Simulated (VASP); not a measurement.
# CoTeH in VASP: further runs

Runs on CoTeH. Level: PBE. Tasks: single point, relaxation of cell and atoms.

All numbers are computed with VASP 6.6.1; they aren't measurements. Logs are shortened: lines on timing, memory, paths and dates and some standing lists are left out, and cuts for length are marked.

## 1. The cell of the first run

Symmetry: P4/mmm, No. 123, tetragonal system. The conventional cell has a = 3.661 Å, b = 3.661 Å, c = 3.156 Å, α = 90.00°, β = 90.00°, γ = 90.00°. Within 2.1 Å of Co (site symmetry 4/mmm) lie 2 H at 1.58 Å. Within 3.4 Å of Te (site symmetry 4/mmm) lie 4 Co at 2.59 Å and 8 H at 3.03 Å and 2 Te at 3.16 Å. H (site symmetry 4/mmm) has 2 Co at 1.58 Å within 2.1 Å.

## 2. Single point, PBE

File INCAR:

```
PREC     = Accurate       # precision mode
ENCUT    = 520            # plane-wave cutoff, eV
EDIFF    = 1E-6           # SCF threshold, eV
ISMEAR   = 0              # smearing method
SIGMA    = 0.1            # smearing width, eV
LREAL    = F              # projectors in reciprocal space
LASPH    = T              # aspherical terms in the spheres
NELM     = 80             # most SCF steps
ALGO     = Normal         # electronic algorithm
ISIF     = 2              # what is computed and relaxed
LWAVE    = F              # write WAVECAR
LCHARG   = F              # write CHGCAR
GGA      = PE             # functional
NBANDS   = 15             # bands
```

File KPOINTS:

```
regular mesh
0
Gamma
  12 12 14
```

File POSCAR:

```
CoTeH
1.0
    3.6607971717      0.0000000000      0.0000000000
    0.0000000000      3.6607971717      0.0000000000
    0.0000000000      0.0000000000      3.1559646655
Co Te H
1 1 1
Direct
    0.5000000000      0.5000000000      0.0000000000
    0.0000000000      0.0000000000      0.0000000000
    0.5000000000      0.5000000000      0.5000000000
```

Potentials or basis: VASP PAW PBE potentials, release 64 (Co, Te, H).

Command:

```console
> cat potpaw_PBE.64/Co/POTCAR potpaw_PBE.64/Te/POTCAR potpaw_PBE.64/H/POTCAR > POTCAR
> mpirun -np 1 vasp_std > vasp.out
```

OUTCAR:

```text
PREC = Accurate
   ENCUT = 520
   EDIFF = 1E-6
   ISMEAR = 0
   LREAL = F
   LASPH = T
   NELM = 80
   ISIF = 2
   GGA = PE

 ion  position               nearest neighbor table
   1  0.500  0.500  0.000-   3 1.58   3 1.58   2 2.59   2 2.59   2 2.59   2 2.59
   2  0.000  0.000  0.000-   1 2.59   1 2.59   1 2.59   1 2.59
   3  0.500  0.500  0.500-   1 1.58   1 1.58

  LATTYP: Found a simple tetragonal cell.
 ALAT       =     3.6607971717
 C/A-ratio  =     0.8620976573

  Lattice vectors:

 A1 = (   3.6607971717,   0.0000000000,   0.0000000000)
 A2 = (   0.0000000000,   3.6607971717,   0.0000000000)
 A3 = (   0.0000000000,   0.0000000000,   3.1559646655)

Analysis of symmetry for initial positions (statically):
=====================================================================
 Subroutine PRICEL returns:
 Original cell was already a primitive cell.

 Routine SETGRP: Setting up the symmetry group for a
 simple tetragonal supercell.

 Subroutine GETGRP returns: Found 16 space group operations
 (whereof 16 operations were pure point group operations)
 out of a pool of 16 trial point group operations.

The static configuration has the point symmetry D_4h.

Analysis of symmetry for dynamics (positions and initial velocities):
=====================================================================
 Subroutine PRICEL returns:
 Original cell was already a primitive cell.

 Routine SETGRP: Setting up the symmetry group for a
 simple tetragonal supercell.

 Subroutine GETGRP returns: Found 16 space group operations
 (whereof 16 operations were pure point group operations)
 out of a pool of 16 trial point group operations.

The dynamic configuration has the point symmetry D_4h.

 Subroutine INISYM returns: Found 16 space group operations
 (whereof 16 operations are pure point group operations),
 and found     1 'primitive' translations

----------------------------------------------------------------------------------------

                                     Primitive cell

  volume of cell :      42.2945

  direct lattice vectors                    reciprocal lattice vectors
     3.660797172  0.000000000  0.000000000     0.273164547  0.000000000  0.000000000
     0.000000000  3.660797172  0.000000000     0.000000000  0.273164547  0.000000000
     0.000000000  0.000000000  3.155964665     0.000000000  0.000000000  0.316860328

  length of vectors
     3.660797172  3.660797172  3.155964665     0.273164547  0.273164547  0.316860328

  position of ions in fractional coordinates (direct lattice)
     0.500000000  0.500000000  0.000000000
     0.000000000  0.000000000  0.000000000
     0.500000000  0.500000000  0.500000000

  ion indices of the primitive-cell ions
   primitive index   ion index
                 1           1
                 2           2
                 3           3

----------------------------------------------------------------------------------------

 KPOINTS: regular mesh

Automatic generation of k-mesh.
 Grid dimensions read from file:
 generate k-points for:   12   12   14

 Generating k-lattice:

  Cartesian coordinates                     Fractional coordinates (reciprocal lattice)
     0.022763712  0.000000000  0.000000000     0.083333333  0.000000000  0.000000000
     0.000000000  0.022763712  0.000000000     0.000000000  0.083333333  0.000000000
     0.000000000  0.000000000  0.022632881     0.000000000  0.000000000  0.071428571

  Length of vectors
     0.022763712  0.022763712  0.022632881

  Shift w.r.t. Gamma in fractional coordinates (k-lattice)
     0.000000000  0.000000000  0.000000000

 Subroutine IBZKPT returns following result:
 ===========================================

 Found    224 irreducible k-points:

 Following reciprocal coordinates:
            Coordinates               Weight
  0.000000  0.000000  0.000000      1.000000
  0.083333  0.000000  0.000000      4.000000
  0.166667  0.000000  0.000000      4.000000
  0.250000  0.000000  0.000000      4.000000
  0.333333  0.000000  0.000000      4.000000
  0.416667  0.000000  0.000000      4.000000
[... 16 lines left out ...]
  0.333333  0.333333  0.000000      4.000000
  0.416667  0.333333  0.000000      8.000000
 [... further k-points ...]
   k-points           NKPTS =    224   k-points in BZ     NKDIM =    224   number of bands    NBANDS=     15
   number of dos      NEDOS =    301   number of ions     NIONS =      3
   total plane-waves  NPLWV =  18816
   dimension x,y,z NGX =    28 NGY =   28 NGZ =   24
   dimension x,y,z NGXF=    56 NGYF=   56 NGZF=   48
   ions per type =               1   1   1
   NGX,Y,Z   is equivalent  to a cutoff of  12.72, 12.72, 12.64 a.u.
   NGXF,Y,Z  is equivalent  to a cutoff of  25.43, 25.43, 25.28 a.u.
 SYSTEM =  unknown system
   PREC   = accura    normal or accurate (medium, high low for compatibility)
   ISTART =      0    job   : 0-new  1-cont  2-samecut
   ICHARG =      2    charge: 1-file 2-atom 10-const
   ISPIN  =      1    spin polarized calculation?
   LNONCOLLINEAR =      F non collinear calculations
   LSORBIT =      F    spin-orbit coupling
   LASPH  =      T    aspherical Exc in radial PAW
   ENCUT  =  520.0 eV  38.22 Ry    6.18 a.u.   6.81  6.81  5.87*2*pi/ulx,y,z
   NELM   =     80;   NELMIN=  2; NELMDL= -5     # of ELM steps
   EDIFF  = 0.1E-05   stopping-criterion for ELM
   LREAL  =      F    real-space projection
   EDIFFG = 0.1E-04   stopping-criterion for IOM
   NSW    =      0    number of steps for IOM
   IBRION =     -1    ionic relax: 0-MD 1-quasi-New 2-CG
   NFREE  =      0    steps in history (QN), initial steepest desc. (CG)
   ISIF   =      2    stress and relaxation
   ISYM   =      2    0-nonsym 1-usesym 2-fastsym
   POTIM  = 0.5000    time-step for ionic-motion
   TEBEG  =    0.0;   TEEND  =   0.0 temperature during run
   PSTRESS=    0.0 pullay stress
   NELECT =      16.0000    total number of electrons
   NUPDOWN=      -1.0000    fix difference up-down
   EMIN   =  10.00;   EMAX   =-10.00  energy-range for DOS
   EFERMI =   0.00;   METHOD = LEGACY
   ISMEAR =     0;   SIGMA  =   0.10  broadening in eV -4-tet -1-fermi 0-gaus
   EFERMI_NEDOS =   21; number of points for ismear=-14 and -15
   IALGO  =     38    algorithm
   IMIX   =      4    mixing-type and parameters
     AMIX     =   0.40;   BMIX     =  1.00
     AMIX_MAG =   1.60;   BMIX_MAG =  1.00
  volume/ion in A,a.u.               =      14.10        95.14
  Fermi-wavevector in a.u.,A,eV,Ry     =   1.184005  2.237446 19.073582  1.401869
  Thomas-Fermi vector in A             =   2.320228
   LORBIT       =      0    0 simple, 1 ext, 2 COOP (PROOUT), +10 PAW based schemes
   GGA     = PE    functional components
   LHFCALC =     F    Hartree Fock is set to
   AEXX    =    0.0000 exact exchange contribution
   IVDW    =     0    specifies the selected vdW correction
   LEPSILON=     F    determine dielectric tensor
   LRPA    =     F    only Hartree local field effects (RPA)
 non-spin polarized calculation
 Gauss-broadening in eV      SIGMA  =   0.10
  energy-cutoff  :      520.00
  volume of cell :       42.29
 maximum number of plane-waves:      1164
 NGX is ok and might be reduce to    28
   NGX = 13   NGY = 13   NGZ = 11

 number of electron      15.9999994 magnetization

 Free energy of the ion-electron system (eV)
  ---------------------------------------------------
  ext. energy  EPLUGINS =         0.00000000
  ---------------------------------------------------
  free energy    TOTEN  =       -13.03342485 eV

  energy without entropy =      -13.02370781  energy(sigma->0) =      -13.02856633

 E-fermi :   7.7854     XC(G=0): -10.8653

 val. band max:        7.7850142910   @ k =   0.2500   0.0833   0.2143
 cond. band min:       7.7884800383   @ k =   0.5000   0.5000   0.5000
 fundamental gap:      0.0034657474
 Fermi energy:         7.7853779387

 k-point     1 :       0.0000    0.0000    0.0000
  band No.  band energies     occupation
      1      -5.7178      2.00000
      2       2.2718      2.00000
      3       5.9298      2.00000
      4       6.1370      2.00000
      5       6.1370      2.00000
      6       6.5667      2.00000
      7       7.1939      2.00000
      8       7.1939      2.00000
      9       8.8627      0.00000
     10       9.4885      0.00000
     11      13.9462      0.00000
     12      15.0197      0.00000
     13      18.9672      0.00000
     14      18.9672      0.00000
     15      20.2813      0.00000

 k-point     2 :       0.0833    0.0000    0.0000
  band No.  band energies     occupation
      1      -5.6586      2.00000
      2       2.2018      2.00000
      3       5.3049      2.00000
      4       5.7773      2.00000
      5       6.3638      2.00000
      6       7.0124      2.00000
      7       7.1507      2.00000
      8       7.1944      2.00000
      9       9.3056      0.00000
     10       9.5901      0.00000
     11      14.1054      0.00000
     12      15.0360      0.00000
     13      18.1775      0.00000
     14      18.2795      0.00000
     15      20.8327      0.00000

 k-point     3 :       0.1667    0.0000    0.0000
  band No.  band energies     occupation
      1      -5.4868      2.00000
      2       1.9424      2.00000
      3       4.4757      2.00000
      4       5.3512      2.00000
      5       6.5288      2.00000
      6       7.0452      2.00000
      7       7.1959      2.00000
      8       7.6941      1.80325
      9       9.8646      0.00000
     10      10.1091      0.00000
     11      14.4086      0.00000
     12      15.1777      0.00000
     13      17.0379      0.00000
     14      17.3026      0.00000
     15      19.8255      0.00000
[... 343 lines left out ...]
 k-point    23 :       0.3333    0.3333    0.0000
  band No.  band energies     occupation
      1      -4.3149      2.00000
      2       1.0929      2.00000
      3       3.1139      2.00000
      4       3.5820      2.00000
      5       6.9531      2.00000
      6       7.0845      2.00000
      7       7.2355      2.00000
      8       7.2981      2.00000
      9       9.1191      0.00000
     10      10.9523      0.00000
     11      16.1961      0.00000
     12      16.8130      0.00000
     13      18.3432      0.00000
     14      18.3736      0.00000
     15      19.9997      0.00000

 k-point    24 :       0.4167    0.3333    0.0000
  band No.  band energies     occupation
      1      -4.1328      2.00000
      2       1.0499      2.00000
      3       3.0307      2.00000
      4       3.3793      2.00000
      5       6.9642      2.00000
      6       7.0813      2.00000
      7       7.1645      2.00000
      8       7.4798      1.99998
      9       8.3754      0.00000
     10      11.0325      0.00000
     11      16.6389      0.00000
     12      17.4092      0.00000
     13      18.3977      0.00000
     14      18.5026      0.00000
     15      20.2117      0.00000

 [... further k-points ...]
[... 5 lines left out ...]
  --------------------------------------------------------------------------------------
  -------------------------------------------------------------------------------------
  Total       -0.0396612     -0.0396612      0.0238719      0.0000000      0.0000000      0.0000000
  in kB       -1.5024269     -1.5024269      0.9043022      0.0000000      0.0000000      0.0000000
  external PRESSURE =      -0.7001839 kB  Pullay stress =       0.0000000 kB

 VOLUME and BASIS-vectors are now :
 -----------------------------------------------------------------------------
  energy-cutoff  :      520.00
  volume of cell :       42.29
      direct lattice vectors                 reciprocal lattice vectors
     3.660797172  0.000000000  0.000000000     0.273164547  0.000000000  0.000000000
     0.000000000  3.660797172  0.000000000     0.000000000  0.273164547  0.000000000
     0.000000000  0.000000000  3.155964665     0.000000000  0.000000000  0.316860328

 POSITION                                       TOTAL-FORCE (eV/Angst)
 -----------------------------------------------------------------------------------
      1.83040      1.83040      0.00000         0.000000      0.000000      0.000000
      0.00000      0.00000      0.00000         0.000000      0.000000      0.000000
      1.83040      1.83040      1.57798         0.000000      0.000000      0.000000
 -----------------------------------------------------------------------------------
    total drift:                                0.000000      0.000000     -0.000000

  FREE ENERGIE OF THE ION-ELECTRON SYSTEM (eV)
  ---------------------------------------------------
  free  energy   TOTEN  =       -13.0334248459 eV

  energy  without entropy=      -13.0237078139  energy(sigma->0) =      -13.02856633
```

Wall time 89 s (1 thread of Intel Xeon 6975P-C, shared host); peak memory 0.29 GiB.

Results:

```
Free energy            : -13.0334 eV
Pressure               : -0.1 GPa
Band gap on the k mesh : zero (band 8 reaches 10.37 eV, above the bottom of band 9 at 7.20 eV)
```

Caveat: spin-orbit coupling is left out, which moves the levels of the heavy elements. Spin polarisation is off, so any magnetic state and its effect on volume and gap are missing.

## 3. Single point, PBE, collinear spin, ferromagnetic start

This run uses another cell than the first one, of 14.14 Å³/atom, 1.003 times its volume.

File INCAR:

```
SYSTEM = CoTeH
ALGO = Normal ; EDIFF = 1E-6
ENCUT = 520 ; GGA = PE
ISIF = 2 ; ISMEAR = 0
ISPIN = 2 ; LASPH = .TRUE.
LCHARG = .TRUE. ; LELF = .TRUE.
LMAXMIX = 4 ; LORBIT = 11
LREAL = .FALSE. ; LVHAR = .TRUE.
LWAVE = .FALSE. ; MAGMOM = 3 0 0
NBANDS = 19 ; NELM = 150
PREC = Accurate ; SIGMA = 0.1
```

File KPOINTS:

```
k-points
0
G
  6 6 6
  0 0 0
```

File POSCAR:

```
CoTeH
1.0
    3.6542803603      0.0000000000      0.0000000000
    0.0000000000      3.6554650566      0.0000000000
    0.0000000000      0.0000000000      3.1751117768
Co Te H
1 1 1
Direct
    0.5000000000      0.5000000000      0.0000000000
    0.0000000000      0.0000000000      0.0000000000
    0.5000000000      0.5000000000      0.5000000000
```

Potentials or basis: VASP PAW PBE potentials, release 64 (Co, Te, H).

Command:

```console
> cat potpaw_PBE.64/Co/POTCAR potpaw_PBE.64/Te/POTCAR potpaw_PBE.64/H/POTCAR > POTCAR
> mpirun -np 1 vasp_std > vasp.out
```

Wall time 81 s (1 thread of Intel Xeon 6975P-C, shared host); peak memory 0.23 GiB.

The run converged. Its results:

* Free energy: -13.0413 eV
* Pressure: -0.3 GPa
* Band gap on the k mesh: zero (filled and empty bands overlap)
* Net moment: 0.00 μB per cell
* Valence electrons inside the program's atomic spheres: Co 8.33; Te 3.35; H 0.58

Stress tensor (GPa, compression positive):
```
-0.20  0.00  0.00
 0.00 -0.21  0.00
 0.00  0.00 -0.43
```

Levels at points of the mesh, in eV from the Fermi level:
Spin up:
```csv
k point,band 4,band 5,band 6,band 7,band 8,band 9,band 10,band 11,band 12,band 13
"(0.00, 0.00, 0.00)",-1.64,-1.64,-1.23,-0.59,-0.59,1.10,1.54,6.18,7.11,11.23
"(0.50, 0.00, 0.00)",-3.24,-1.09,-0.75,-0.59,2.57,3.20,4.33,4.67,5.40,7.92
"(0.00, 0.50, 0.00)",-3.24,-1.09,-0.75,-0.59,2.57,3.20,4.33,4.67,5.41,7.92
"(0.50, 0.50, 0.00)",-5.13,-0.75,-0.75,-0.61,-0.60,-0.32,3.11,9.79,10.95,10.95
"(0.00, 0.00, 0.50)",-1.18,-1.18,-1.15,-0.77,-0.48,-0.18,-0.17,5.23,8.15,8.37
"(0.50, 0.00, 0.50)",-3.87,-2.76,-1.11,-0.75,-0.39,-0.07,3.55,6.86,6.96,7.83
"(0.00, 0.50, 0.50)",-3.87,-2.76,-1.11,-0.75,-0.39,-0.07,3.55,6.86,6.96,7.84
"(0.50, 0.50, 0.50)",-3.51,-3.13,-1.79,-1.79,-0.82,-0.57,0.00,2.28,4.82,4.83
```
Spin down:
| k point | band 5 | band 6 | band 7 | band 8 | band 9 | band 10 | band 11 | band 12 |
| --- | --- | --- | --- | --- | --- | --- | --- | --- |
| (0.00, 0.00, 0.00) | -1.64 | -1.23 | -0.59 | -0.59 | 1.10 | 1.54 | 6.18 | 7.11 |
| (0.50, 0.00, 0.00) | -1.09 | -0.75 | -0.59 | 2.57 | 3.20 | 4.33 | 4.67 | 5.40 |
| (0.00, 0.50, 0.00) | -1.09 | -0.75 | -0.59 | 2.57 | 3.20 | 4.33 | 4.67 | 5.41 |
| (0.50, 0.50, 0.00) | -0.75 | -0.74 | -0.61 | -0.60 | -0.32 | 3.11 | 9.79 | 10.95 |
| (0.00, 0.00, 0.50) | -1.18 | -1.15 | -0.77 | -0.48 | -0.18 | -0.17 | 5.23 | 8.15 |
| (0.50, 0.00, 0.50) | -2.76 | -1.11 | -0.75 | -0.39 | -0.07 | 3.55 | 6.86 | 6.96 |
| (0.00, 0.50, 0.50) | -2.76 | -1.11 | -0.75 | -0.39 | -0.07 | 3.55 | 6.86 | 6.96 |
| (0.50, 0.50, 0.50) | -3.13 | -1.79 | -1.79 | -0.82 | -0.57 | 0.00 | 2.28 | 4.82 |

Caveat: the starting moments collapsed, and a magnetic state may lie lower; spin-orbit coupling is left out, which moves the levels of the heavy elements.

[end of part 1 of 2]
